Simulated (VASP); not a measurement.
# Nb4H in VASP: relaxation of the atoms with PBE

Aim: the relaxation of the atoms of Nb4H with PBE.

Program: VASP 6.6.1. These are calculated values, not measurements. Logs are shortened: lines on timing, memory, paths and dates and some standing lists are left out, and cuts for length are marked.

## (1) The cell of the first run

The cell holds a slab with vacuum, 5 atoms: a = 2.983 Å, b = 4.218 Å, c = 19.813 Å, α = 90.00°, β = 90.00°, γ = 90.00°.

## (2) Relaxation of the atoms, PBE

Contents of INCAR:

```
SYSTEM = Nb4H
PREC = Accurate
ENCUT = 520
EDIFF = 1E-7
ISMEAR = 0
SIGMA = 0.1
LREAL = .False.
LASPH = .True.
NELM = 60
ALGO = Fast
ISIF = 2
LWAVE = .False.
LCHARG = .False.
LDIPOL = .True.
IDIPOL = 3
DIPOL = 0.5 0.5 0.350
GGA = PE
IBRION = 2
NSW = 36
EDIFFG = -0.025
```

Contents of KPOINTS:

```
Automatic mesh
0
Gamma
  9 6 1
  0 0 0
```

Contents of POSCAR:

```
Nb4H
1.0
    2.9829001615      0.0000000000      0.0000000000
    0.0000000000      4.2184578637      0.0000000000
    0.0000000000      0.0000000000     19.8127690725
Nb H
4 1
Selective dynamics
Direct
    0.5000000000      0.5000000000      0.2018900026  F F F
    0.0000000000      0.0000000000      0.2771672178  F F F
    0.5000000000      0.5000000000      0.3569599732  F F F
    0.0000000000      0.0000000000      0.4195662425  F F F
    0.3333333333      0.0000000000      0.4966563474  F F T
```

Potentials or basis: VASP PAW PBE potentials, release 64 (Nb_sv, H).

Started as:

```sh
> cat potpaw_PBE.64/Nb_sv/POTCAR potpaw_PBE.64/H/POTCAR > POTCAR
> mpirun -np 1 vasp_std > vasp.out
```

OUTCAR:

```text
SYSTEM = Nb4H
   PREC = Accurate
   ENCUT = 520
   EDIFF = 1E-7
   ISMEAR = 0
   LREAL = .False.
   LASPH = .True.
   NELM = 60
   ISIF = 2
   GGA = PE
   IBRION = 2
   NSW = 36
   EDIFFG = -0.025

 ion  position               nearest neighbor table
   1  0.500  0.500  0.202-   2 2.98   2 2.98   2 2.98   2 2.98
   2  0.000  0.000  0.277-   4 2.82   1 2.98   1 2.98   1 2.98   1 2.98   3 3.03   3 3.03   3 3.03
                             3 3.03
   3  0.500  0.500  0.357-   4 2.87   4 2.87   4 2.87   4 2.87   2 3.03   2 3.03   2 3.03   2 3.03

   4  0.000  0.000  0.420-   5 1.82   2 2.82   3 2.87   3 2.87   3 2.87   3 2.87
   5  0.333  0.000  0.497-   4 1.82

  LATTYP: Found a simple orthorhombic cell.
 ALAT       =     2.9829001615
 B/A-ratio  =     1.4142135624
 C/A-ratio  =     6.6421160615

  Lattice vectors:

 A1 = (   2.9829001615,   0.0000000000,   0.0000000000)
 A2 = (   0.0000000000,   4.2184578637,   0.0000000000)
 A3 = (   0.0000000000,   0.0000000000,  19.8127690725)

Analysis of symmetry for initial positions (statically):
=====================================================================
 Subroutine PRICEL returns:
 Original cell was already a primitive cell.

 Routine SETGRP: Setting up the symmetry group for a
 simple orthorhombic supercell.

 Subroutine GETGRP returns: Found  2 space group operations
 (whereof  2 operations were pure point group operations)
 out of a pool of  8 trial point group operations.

The static configuration has the point symmetry C_1h.

Analysis of symmetry for dynamics (positions and initial velocities):
=====================================================================
 Subroutine PRICEL returns:
 Original cell was already a primitive cell.

 Routine SETGRP: Setting up the symmetry group for a
 simple orthorhombic supercell.

 Subroutine GETGRP returns: Found  2 space group operations
 (whereof  2 operations were pure point group operations)
 out of a pool of  8 trial point group operations.

The dynamic configuration has the point symmetry C_1h.

Analysis of constrained symmetry for selective dynamics:
=====================================================================
 Subroutine PRICEL returns:
 Original cell was already a primitive cell.

 Routine SETGRP: Setting up the symmetry group for a
 simple orthorhombic supercell.

 Subroutine GETGRP returns: Found  2 space group operations
 (whereof  2 operations were pure point group operations)
 out of a pool of  8 trial point group operations.

The constrained configuration has the point symmetry C_1h.

 Subroutine INISYM returns: Found  2 space group operations
 (whereof  2 operations are pure point group operations),
 and found     1 'primitive' translations

----------------------------------------------------------------------------------------

                                     Primitive cell

  volume of cell :     249.3088

  direct lattice vectors                    reciprocal lattice vectors
     2.982900161  0.000000000  0.000000000     0.335244207  0.000000000  0.000000000
     0.000000000  4.218457864  0.000000000     0.000000000  0.237053452  0.000000000
     0.000000000  0.000000000 19.812769073     0.000000000  0.000000000  0.050472501

  length of vectors
     2.982900161  4.218457864 19.812769073     0.335244207  0.237053452  0.050472501

  position of ions in fractional coordinates (direct lattice)
     0.500000000  0.500000000  0.201890003
     0.000000000  0.000000000  0.277167218
     0.500000000  0.500000000  0.356959973
     0.000000000  0.000000000  0.419566242
     0.333333333  0.000000000  0.496656347

  ion indices of the primitive-cell ions
   primitive index   ion index
                 1           1
                 2           2
                 3           3
                 4           4
                 5           5

----------------------------------------------------------------------------------------

 KPOINTS: Automatic mesh

Automatic generation of k-mesh.
 Grid dimensions read from file:
 generate k-points for:    9    6    1

 Generating k-lattice:

  Cartesian coordinates                     Fractional coordinates (reciprocal lattice)
     0.037249356  0.000000000  0.000000000     0.111111111  0.000000000  0.000000000
     0.000000000  0.039508909  0.000000000     0.000000000  0.166666667  0.000000000
     0.000000000  0.000000000  0.050472501     0.000000000  0.000000000  1.000000000

  Length of vectors
     0.037249356  0.039508909  0.050472501

  Shift w.r.t. Gamma in fractional coordinates (k-lattice)
     0.000000000  0.000000000  0.000000000

 Subroutine IBZKPT returns following result:
 ===========================================

 Found     20 irreducible k-points:

 Following reciprocal coordinates:
            Coordinates               Weight
  0.000000  0.000000  0.000000      1.000000
  0.111111  0.000000  0.000000      2.000000
  0.222222  0.000000  0.000000      2.000000
  0.333333  0.000000  0.000000      2.000000
  0.444444  0.000000  0.000000      2.000000
  0.000000  0.166667  0.000000      2.000000
[... 12 lines left out ...]
  0.333333  0.500000  0.000000      2.000000
  0.444444  0.500000  0.000000      2.000000
   k-points           NKPTS =     20   k-points in BZ     NKDIM =     20   number of bands    NBANDS=     31
   number of dos      NEDOS =    301   number of ions     NIONS =      5
   total plane-waves  NPLWV = 115200
   dimension x,y,z NGX =    24 NGY =   32 NGZ =  150
   dimension x,y,z NGXF=    48 NGYF=   64 NGZF=  300
   ions per type =               4   1
   NGX,Y,Z   is equivalent  to a cutoff of  13.38, 12.61, 12.59 a.u.
   NGXF,Y,Z  is equivalent  to a cutoff of  26.75, 25.22, 25.17 a.u.
 SYSTEM =  Nb4H
   PREC   = accura    normal or accurate (medium, high low for compatibility)
   ISTART =      0    job   : 0-new  1-cont  2-samecut
   ICHARG =      2    charge: 1-file 2-atom 10-const
   ISPIN  =      1    spin polarized calculation?
   LNONCOLLINEAR =      F non collinear calculations
   LSORBIT =      F    spin-orbit coupling
   LASPH  =      T    aspherical Exc in radial PAW
   ENCUT  =  520.0 eV  38.22 Ry    6.18 a.u.   5.55  7.84 36.84*2*pi/ulx,y,z
   NELM   =     60;   NELMIN=  2; NELMDL= -5     # of ELM steps
   EDIFF  = 0.1E-06   stopping-criterion for ELM
   LREAL  =      F    real-space projection
   EDIFFG = -.3E-01   stopping-criterion for IOM
   NSW    =     36    number of steps for IOM
   IBRION =      2    ionic relax: 0-MD 1-quasi-New 2-CG
   NFREE  =      1    steps in history (QN), initial steepest desc. (CG)
   ISIF   =      2    stress and relaxation
   ISYM   =      2    0-nonsym 1-usesym 2-fastsym
   POTIM  = 0.5000    time-step for ionic-motion
   TEBEG  =    0.0;   TEEND  =   0.0 temperature during run
   PSTRESS=    0.0 pullay stress
   NELECT =      53.0000    total number of electrons
   NUPDOWN=      -1.0000    fix difference up-down
   EMIN   =  10.00;   EMAX   =-10.00  energy-range for DOS
   EFERMI =   0.00;   METHOD = LEGACY
   ISMEAR =     0;   SIGMA  =   0.10  broadening in eV -4-tet -1-fermi 0-gaus
   EFERMI_NEDOS =   21; number of points for ismear=-14 and -15
   IALGO  =     68    algorithm
   IMIX   =      4    mixing-type and parameters
     AMIX     =   0.40;   BMIX     =  1.00
     AMIX_MAG =   1.60;   BMIX_MAG =  1.00
  volume/ion in A,a.u.               =      49.86       336.48
  Fermi-wavevector in a.u.,A,eV,Ry     =   0.977059  1.846374 12.988732  0.954645
  Thomas-Fermi vector in A             =   2.107727
   LORBIT       =      0    0 simple, 1 ext, 2 COOP (PROOUT), +10 PAW based schemes
   GGA     = PE    functional components
   LHFCALC =     F    Hartree Fock is set to
   AEXX    =    0.0000 exact exchange contribution
   IVDW    =     0    specifies the selected vdW correction
   LEPSILON=     F    determine dielectric tensor
   LRPA    =     F    only Hartree local field effects (RPA)
 conjugate gradient relaxation of ions
 non-spin polarized calculation
 RMM-DIIS sequential band-by-band and
 Gauss-broadening in eV      SIGMA  =   0.10
  energy-cutoff  :      520.00
  volume of cell :      249.31
 maximum number of plane-waves:      6753
 NGX is ok and might be reduce to    24
   NGX = 11   NGY = 15   NGZ = 73

 dipolmoment           0.000000      0.000000     -0.059928 electrons x Angstroem

--------------------------------------- Ionic step        1  -------------------------------------------

 number of electron      53.0000005 magnetization

 Free energy of the ion-electron system (eV)
  ---------------------------------------------------
  ext. energy  EPLUGINS =         0.00000000
  ---------------------------------------------------
  free energy    TOTEN  =       -39.82624292 eV

  energy without entropy =      -39.78183402  energy(sigma->0) =      -39.80403847

------------------------ aborting loop EDIFF was not reached (unconverged)  ----------------------------

  FORCE on cell =-STRESS in cart. coord.  units (eV):
  Direction    XX          YY          ZZ          XY          YZ          ZX
  --------------------------------------------------------------------------------------
  -------------------------------------------------------------------------------------
  Total       -5.5751429     -4.5189124     -1.1667547      0.0000000      0.0000000      1.3042456
  in kB      -35.8285285    -29.0406875     -7.4981224      0.0000000      0.0000000      8.3817049
  external PRESSURE =     -24.1224461 kB  Pullay stress =       0.0000000 kB

 VOLUME and BASIS-vectors are now :
 -----------------------------------------------------------------------------
  energy-cutoff  :      520.00
  volume of cell :      249.31
      direct lattice vectors                 reciprocal lattice vectors
     2.982900161  0.000000000  0.000000000     0.335244207  0.000000000  0.000000000
     0.000000000  4.218457864  0.000000000     0.000000000  0.237053452  0.000000000
     0.000000000  0.000000000 19.812769073     0.000000000  0.000000000  0.050472501
[... 132 lines left out ...]
  energy  without entropy=      -39.7823505341  energy(sigma->0) =      -39.80457835

--------------------------------------- Ionic step        5  -------------------------------------------

 number of electron      53.0000005 magnetization

 dipolmoment           0.000000      0.000000      0.133117 electrons x Angstroem

 Free energy of the ion-electron system (eV)
  ---------------------------------------------------
  ext. energy  EPLUGINS =         0.00000000
  ---------------------------------------------------
  free energy    TOTEN  =       -39.82711291 eV

  energy without entropy =      -39.78266109  energy(sigma->0) =      -39.80488700

 E-fermi :   0.2232     XC(G=0):  -4.8937

 val. band max:        0.2090174217   @ k =   0.1111   0.0000   0.0000
 cond. band min:       0.2270208398   @ k =   0.1111   0.5000   0.0000
 fundamental gap:      0.0180034181
 Fermi energy:         0.2232189411

 k-point     1 :       0.0000    0.0000    0.0000
  band No.  band energies     occupation
      1     -54.7416      2.00000
      2     -54.5597      2.00000
      3     -54.4530      2.00000
      4     -54.2920      2.00000
      5     -31.0684      2.00000
      6     -30.9246      2.00000
[... 669 lines left out ...]
     30       1.7331      0.00000
     31       2.0878      0.00000

------------------------ aborting loop because EDIFF is reached ----------------------------------------

 vacuum level on the upper side and lower side of the slab       (xc-potential included)         0.922        -1.084

  FORCE on cell =-STRESS in cart. coord.  units (eV):
  Direction    XX          YY          ZZ          XY          YZ          ZX
  --------------------------------------------------------------------------------------
  -------------------------------------------------------------------------------------
  Total       -5.4989105     -4.5180308     -0.9695327      0.0000000      0.0000000      1.3852097
  in kB      -35.3386227    -29.0350217     -6.2306797      0.0000000      0.0000000      8.9020187
  external PRESSURE =     -23.5347747 kB  Pullay stress =       0.0000000 kB

 VOLUME and BASIS-vectors are now :
 -----------------------------------------------------------------------------
  energy-cutoff  :      520.00
  volume of cell :      249.31
      direct lattice vectors                 reciprocal lattice vectors
     2.982900161  0.000000000  0.000000000     0.335244207  0.000000000  0.000000000
     0.000000000  4.218457864  0.000000000     0.000000000  0.237053452  0.000000000
     0.000000000  0.000000000 19.812769073     0.000000000  0.000000000  0.050472501
[... 11 lines left out ...]
  FREE ENERGIE OF THE ION-ELECTRON SYSTEM (eV)
  ---------------------------------------------------
  free  energy   TOTEN  =       -39.8271129051 eV

  energy  without entropy=      -39.7826610881  energy(sigma->0) =      -39.80488700

 reached required accuracy - stopping structural energy minimisation

 vacuum level on the upper side and lower side of the slab         5.716         3.675
```

Run time: 17 min. Hardware: 1 thread of Oxide Virtual Turin-like, shared host; peak memory 0.39 GiB.

What came out:

```yaml
Free_energy: -39.8271 eV
Energy_gained_by_relaxing: 0.2 meV/atom
Ionic_steps: 5
Band_gap_on_the_k_mesh: zero (an odd number of electrons rules out a gap without spin polarisation)
```

Step by step:
| step | energy change (eV) | largest force on free atoms (eV/Å) | pressure (GPa) |
| --- | --- | --- | --- |
| 1 | 0.0000 | 0.1103 | -2.41 |
| 2 | -0.0005 | 0.0732 | -2.39 |
| 3 | -0.0008 | 0.0269 | -2.37 |
| 4 | -0.0006 | 0.0677 | -2.32 |
| 5 | -0.0009 | 0.0004 | -2.35 |

Final structure:
```yaml
crystal:
  lattice:
    - [2.98290, 0.00000, 0.00000]
    - [0.00000, 4.21846, 0.00000]
    - [0.00000, 0.00000, 19.81277]
  atoms:
    - { symbol: Nb, position: [0.50000, 0.50000, 0.20189] }
    - { symbol: Nb, position: [0.00000, 0.00000, 0.27717] }
    - { symbol: Nb, position: [0.50000, 0.50000, 0.35696] }
    - { symbol: Nb, position: [0.00000, 0.00000, 0.41957] }
    - { symbol: H, position: [0.33333, 0.00000, 0.49588] }
```

Levels at points of the mesh, in eV from the Fermi level:
```csv
k point,band 23,band 24,band 25,band 26,band 27,band 28,band 29,band 30
"(0.00, 0.00, 0.00)",-1.32,-0.91,-0.44,-0.19,0.32,0.37,0.40,0.75
"(0.00, 0.50, 0.00)",-1.16,-0.49,-0.18,0.29,0.31,0.36,0.52,0.71
```
